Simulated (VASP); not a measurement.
Set up this calculation in VASP 6.6.1, as the native input.

- Task: single point
- Functional: PBE
- Potentials or basis: VASP PAW PBE potentials, release 64 (Ga_d, P)
- Cutoff: 520 eV
- k mesh: 10 × 10 × 10
- Occupations: fermi-dirac, width 0.05 eV
- Spin: no spin polarisation
- Dipole correction: no
- Further INCAR settings: ALGO = Normal; EDIFF = 1e-06; NBANDS = 16

The structure of GaP lies in POSCAR:

```
GaP
1.0
    0.0000000000      2.6700902952      2.6700902952
    2.6700902952      0.0000000000      2.6700902952
    2.6700902952      2.6700902952      0.0000000000
Ga P
1 1
Direct
    0.0000000000      0.0000000000      0.0000000000
    0.7500000000      0.7500000000      0.7500000000
```

This cell differs from its parent crystal: volume scaled by 0.9405.

The input as run:

INCAR

```
  PREC = Accurate
  ENCUT = 520
  EDIFF = 1E-6
  ISMEAR = -1
  SIGMA = 0.05
  LREAL = F
  LASPH = T
  NELM = 80
  ALGO = Normal
  ISIF = 2
  LWAVE = F
  LCHARG = T
  GGA = PE
  LELF = T
  LVHAR = T
  NBANDS = 16
```

KPOINTS

```
Automatic mesh
0
Gamma
  10 10 10
```

Potentials or basis: VASP PAW PBE potentials, release 64 (Ga_d, P).

Launch:

```bash
$ cat potpaw_PBE.64/Ga_d/POTCAR potpaw_PBE.64/P/POTCAR > POTCAR
$ mpirun -np 1 vasp_std > vasp.out
```

It gave:

```yaml
Pressure: 8.5 GPa
Band_gap_on_the_k_mesh: 1.49 eV, indirect (least direct gap 2.34 eV)
```

It took 11 s on 1 thread of Intel(R) Xeon(R) 6975P-C (Granite Rapids) (shared host), peak memory 0.17 GiB.
